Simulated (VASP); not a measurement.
Runs of VASP 6.6.1 on W. The structure is that of space group Im-3m (No. 229), or close to it. The cells are those of the table. 

```tsv
task	cell	k mesh	cutoff (eV)	smearing	ions in elastic constants	gap on the mesh (eV)	pressure (GPa)
single point	a = 2.715 Å, angles 109.5°, 1 atom	20 × 20 × 20	520	fermi-dirac 0.15 eV	-	none	2.0
single point	a = 2.733 Å, angles 109.5°, 1 atom	20 × 20 × 20	520	fermi-dirac 0.15 eV	-	none	(a)
single point	a = 2.767 Å, angles 109.5°, 1 atom	8 × 8 × 8	500	gaussian 0.1 eV	-	none	-14.8
single point	a = 2.716 Å, angles 109.5°, 1 atom	18 × 18 × 18	520	gaussian 0.1 eV	-	none	2.0
```

Alike in all rows: level LDA; potentials or basis VASP PAW LDA potentials, release 64 (W_sv); no spin polarisation.

Fill in the values left out.

(a) -4.6.

Caveats: spin-orbit coupling is left out, which moves the levels of the heavy elements.

A k mesh can miss the band edges, and the runs leave out spin-orbit coupling on W.

A gap of «none» marks levels without a gap at the run's occupations.
